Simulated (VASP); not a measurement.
**RbZn2: relaxation of cell and atoms with PBE**

The system is RbZn2.

```
CELL_PARAMETERS angstrom
4.37772 0.00000 0.00000
0.00000 4.37772 0.00000
0.00000 0.00000 6.67954
ATOMIC_POSITIONS crystal
Rb 0.00000 0.50000 0.70000
Rb 0.50000 0.00000 0.30000
Zn 0.00000 0.00000 0.00000
Zn 0.50000 0.50000 0.00000
Zn 0.00000 0.50000 0.27000
Zn 0.50000 0.00000 0.73000
```

```yaml
Program: VASP 6.6.1
Task: relaxation of cell and atoms
Functional: PBE
Potentials_or_basis: VASP PAW PBE potentials, release 64 (Rb_sv, Zn)
Cutoff: 600 eV
k_mesh: 4 × 4 × 4
Occupations: gaussian, width 0.1 eV
Spin: no spin polarisation
Dipole_correction: no
Further_INCAR_settings: ALGO = Normal; EDIFF = 1e-06; IBRION = 2; EDIFFG = -0.04; NSW = 90; ISIF = 3
```

```yaml
Relaxed_volume: 31.27 Å³/atom
Relaxed_cell: a = 4.786 Å, b = 4.786 Å, c = 8.190 Å, α = 90.00°, β = 90.00°, γ = 90.00°
Space_group_after_relaxing_to_0.05_Å: P4/nmm (No. 129)
Energy_gained_by_relaxing: 629.4 meV/atom
Ionic_steps: 22
Pressure_after_relaxing: 0.0 GPa
Largest_force_after_relaxing: 0.030 eV/Å
Band_gap_on_the_k_mesh: zero (band 33 reaches 2.12 eV, above the bottom of band 34 at 0.62 eV)
```

Forces on the atoms (eV/Å):
```
Rb   0.000  0.000 -0.012
Rb   0.000  0.000  0.012
Zn   0.000  0.000  0.000
Zn   0.000  0.000  0.000
Zn   0.000  0.000 -0.030
Zn   0.000  0.000  0.030
```

The path:
| step | energy change (eV) | largest force (eV/Å) | pressure (GPa) | volume (Å³) |
| --- | --- | --- | --- | --- |
| 1 | 0.0000 | 1.4873 | 15.92 | 128.01 |
| 2 | -2.4163 | 0.8975 | 2.63 | 171.39 |
| 3 | -2.6411 | 0.7575 | 0.80 | 187.48 |
| 4 | -2.6350 | 0.5419 | -1.28 | 222.57 |
| 5 | -2.7018 | 0.6468 | -0.36 | 204.09 |
| 6 | -2.7020 | 0.6575 | -0.36 | 202.33 |
| 7 | -2.6949 | 0.6926 | 0.03 | 197.21 |
| 8 | -2.7010 | 0.6686 | -0.15 | 200.62 |
| 9 | -2.7543 | 0.6693 | -0.17 | 199.34 |
| 10 | -2.9155 | 0.6857 | -0.19 | 195.51 |
| 11 | -3.2437 | 0.6865 | -0.11 | 187.90 |
| 12 | -3.6741 | 0.2806 | 1.66 | 172.89 |
| 13 | -3.7408 | 0.0656 | 0.79 | 179.69 |
| 14 | -3.7543 | 0.1043 | 0.17 | 186.06 |
| 15 | -3.7548 | 0.0824 | 0.24 | 185.15 |
| 16 | -3.7620 | 0.0713 | 0.08 | 186.40 |
| 17 | -3.7684 | 0.0704 | -0.21 | 188.74 |
| 18 | -3.7724 | 0.0573 | -0.03 | 187.37 |
| 19 | -3.7732 | 0.0487 | 0.10 | 186.43 |
| 20 | -3.7744 | 0.0472 | 0.05 | 187.09 |
| 21 | -3.7754 | 0.0479 | -0.08 | 188.17 |
| 22 | -3.7763 | 0.0301 | -0.01 | 187.61 |

Final structure:
```cif
data_structure
_symmetry_space_group_name_H-M 'P 1'
_symmetry_Int_Tables_number 1
_cell_length_a 4.7860
_cell_length_b 4.7860
_cell_length_c 8.1901
_cell_angle_alpha 90.000
_cell_angle_beta 90.000
_cell_angle_gamma 90.000
_cell_volume 187.61
loop_
_atom_site_label
_atom_site_type_symbol
_atom_site_fract_x
_atom_site_fract_y
_atom_site_fract_z
_atom_site_occupancy
Rb1 Rb 0.00000 0.50000 0.66930 1
Rb2 Rb 0.50000 0.00000 0.33070 1
Zn1 Zn 0.00000 0.00000 0.00000 1
Zn2 Zn 0.50000 0.50000 0.00000 1
Zn3 Zn 0.00000 0.50000 0.13870 1
Zn4 Zn 0.50000 0.00000 0.86130 1
```

Levels at points of the mesh, in eV from the Fermi level:
| k point | band 29 | band 30 | band 31 | band 32 | band 33 | band 34 | band 35 | band 36 | band 37 | band 38 |
| --- | --- | --- | --- | --- | --- | --- | --- | --- | --- | --- |
| (0.00, 0.00, 0.00) | -6.54 | -3.30 | -1.09 | -0.48 | -0.43 | -0.43 | 1.97 | 2.62 | 2.69 | 3.01 |
| (0.50, 0.00, 0.00) | -5.29 | -5.29 | -1.35 | -1.35 | 0.66 | 0.66 | 1.13 | 1.13 | 2.13 | 2.13 |
| (0.50, 0.50, 0.00) | -3.95 | -3.95 | -3.65 | -3.65 | 0.38 | 0.38 | 0.57 | 0.57 | 2.30 | 2.30 |
| (0.00, 0.00, 0.50) | -6.53 | -3.61 | -0.45 | -0.45 | -0.43 | -0.21 | 0.40 | 1.84 | 2.71 | 3.42 |
| (0.50, 0.00, 0.50) | -5.27 | -5.27 | -1.59 | -1.59 | 1.06 | 1.06 | 1.59 | 1.59 | 1.95 | 1.95 |
| (0.50, 0.50, 0.50) | -3.88 | -3.88 | -3.65 | -3.65 | 0.07 | 0.07 | 0.42 | 0.42 | 2.39 | 2.39 |

Run time: 11 min on 1 thread of Intel(R) Xeon(R) 6975P-C (Granite Rapids), on a shared host, peak memory 0.31 GiB.

Caveat: the volume moved by over 15 % at a fixed basis, so the end points are rough.
